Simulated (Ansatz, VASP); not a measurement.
# Two plane-wave programs on AlP

```
CELL_PARAMETERS angstrom
0.00000 2.73517 2.73517
2.73517 0.00000 2.73517
2.73517 2.73517 0.00000
ATOMIC_POSITIONS crystal
Al 0.00000 0.00000 0.00000
P 0.75000 0.75000 0.75000
```

Alike in both runs: task single point; functional PBEsol; k mesh 8 × 8 × 8; occupations gaussian, width 0.02 eV; no spin polarisation.

|  | VASP | Ansatz |
| --- | --- | --- |
| version | VASP 6.6.1 | Ansatz 0.2.0 |
| potentials or method | VASP PAW PBE potentials, release 64 (Al, P), cutoff 500 eV | scalar-relativistic, plane waves, PAW |
| valence electrons in the cell | 8 | 8 |

|  | VASP | Ansatz | Ansatz less VASP |
| --- | --- | --- | --- |
| gap on the k mesh at the Fermi level (eV) | 1.45 | 1.45 | +0.003 |
| least direct gap on the mesh (eV) | 3.16 | 3.15 | -0.006 |

VASP's potentials were made for PBE, not for PBEsol. The functional is the same, so the differences come from potentials, cutoffs and numerics.
